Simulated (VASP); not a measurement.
The system is In4O5.

```
In O
1.0
    -2.78763   -4.82831    0.00000
    -2.78763    1.60944    4.91964
    -5.57525    3.21887   -4.91964
In O
8 10
Direct
  0.49731 0.21928 0.14527
  0.99964 0.71700 0.64468
  0.49453 0.78696 0.35673
  0.99793 0.27871 0.85483
  0.49356 0.79078 0.85663
  0.99392 0.28326 0.35821
  0.50077 0.21364 0.64233
  0.99641 0.71412 0.14393
  0.35683 0.85381 0.10103
  0.84721 0.34295 0.59488
  0.84958 0.64698 0.89775
  0.29171 0.50460 0.74998
  0.80060 0.00564 0.24521
  0.65156 0.14972 0.89763
  0.15018 0.64904 0.39692
  0.15153 0.35194 0.10309
  0.64242 0.85405 0.60459
  0.70483 0.50269 0.25483
```

```yaml
Program: VASP 6.6.1
Task: relaxation of cell and atoms
Functional: PBE
Potentials_or_basis: VASP PAW PBE potentials, release 64 (In_d, O)
Cutoff: 600 eV
k_mesh: 3 × 2 × 2, shifted
Occupations: gaussian, width 0.1 eV
Spin: no spin polarisation
```

At the start: pressure 1.3 GPa; volume 14.71 Å³/atom.

Question: Where does the relaxation end?

Answer: Over 22 steps the energy falls by 40.5 meV/atom and the volume is 14.43 Å³/atom (-1.9 %); space group P1 (No. 1, to 0.1 Å) before and after.

The path:
```
step  energy change (eV)  largest force (eV/Å)  pressure (GPa)  volume (Å³)
   1              0.0000                1.1543            1.26       264.86
   2             -0.2225                0.4826           -1.67       269.34
   3             -0.2321                0.5178           -2.33       270.52
   4             -0.3796                0.6664            0.22       264.25
   5             -0.3896                0.7146            1.17       262.19
   6             -0.5248                0.3800            0.64       261.82
   7             -0.5731                0.5731            0.23       261.42
   8             -0.6495                0.3238           -0.72       262.23
   9             -0.6497                0.3445           -0.75       262.27
  10             -0.6881                0.2239            0.57       259.20
  11             -0.6884                0.2354            0.69       258.93
  12             -0.7055                0.2004           -0.39       260.53
  13             -0.7056                0.1866           -0.33       260.44
  14             -0.7174                0.0948           -0.06       259.80
  15             -0.7182                0.1293            0.03       259.57
  16             -0.7227                0.0742            0.09       259.49
  17             -0.7231                0.1021            0.12       259.46
  18             -0.7260                0.0536           -0.14       260.00
  19             -0.7262                0.0534           -0.21       260.15
  20             -0.7274                0.0481            0.21       259.40
  21             -0.7275                0.0446            0.12       259.56
  22             -0.7284                0.0314           -0.02       259.82
```

Final structure:
```cif
data_structure
_symmetry_space_group_name_H-M 'P 1'
_symmetry_Int_Tables_number 1
_cell_length_a 5.5822
_cell_length_b 5.7838
_cell_length_c 8.0789
_cell_angle_alpha 94.502
_cell_angle_beta 92.256
_cell_angle_gamma 90.301
_cell_volume 259.82
loop_
_atom_site_label
_atom_site_type_symbol
_atom_site_fract_x
_atom_site_fract_y
_atom_site_fract_z
_atom_site_occupancy
In1 In 0.50935 0.21686 0.12682 1
In2 In 0.00277 0.74845 0.66018 1
In3 In 0.51009 0.76972 0.35396 1
In4 In 0.00119 0.25210 0.84368 1
In5 In 0.50864 0.77854 0.85932 1
In6 In 0.03417 0.28016 0.37399 1
In7 In 0.48522 0.23498 0.60578 1
In8 In 0.99955 0.70862 0.14753 1
O1 O 0.35054 0.85569 0.10672 1
O2 O 0.84239 0.37416 0.59915 1
O3 O 0.84741 0.63101 0.90545 1
O4 O 0.28584 0.50385 0.75706 1
O5 O 0.78843 0.00411 0.25616 1
O6 O 0.61737 0.14422 0.88145 1
O7 O 0.14999 0.67190 0.40521 1
O8 O 0.15070 0.34317 0.11006 1
O9 O 0.62542 0.85771 0.60263 1
O10 O 0.71145 0.48992 0.25339 1
```

Caveat: the k points lie up to 0.54 Å⁻¹ apart in the final cell.
